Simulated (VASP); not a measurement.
BN: single point with PBEsol

Crystal: BN.

```
N B
1.0
     0.00000    1.78802    1.78802
     1.78802    0.00000    1.78802
     1.78802    1.78802    0.00000
N B
1 1
Direct
  0.25000 0.25000 0.25000
  0.00000 0.00000 0.00000
```

| Item | Value |
| --- | --- |
| Program | VASP 6.6.1 |
| Task | single point |
| Functional | PBEsol |
| Potentials or basis | VASP PAW PBE potentials, release 64 (N, B) |
| Cutoff | 520 eV |
| k mesh | 13 × 13 × 13 |
| Occupations | fermi-dirac, width 0.05 eV |
| Spin | no spin polarisation |

```yaml
Pressure: 10.7 GPa
Band_gap_on_the_k_mesh: 4.39 eV, indirect (least direct gap 8.91 eV)
```

Levels at points of the mesh, in eV from the valence-band top:
```
           k point  band 2  band 3  band 4  band 5  band 6  band 7
(0.00, 0.00, 0.00)    0.00    0.00    0.00    8.91    8.91    8.91
```

Run time: 17 s on 1 thread of AMD EPYC 7R13, on a shared host, peak memory 0.09 GiB.

Caveat: the PAW data sets were made with another functional, which shifts forces and pressure a little. Expect the measured gap to be larger: semilocal functionals such as PBEsol lack the derivative discontinuity.
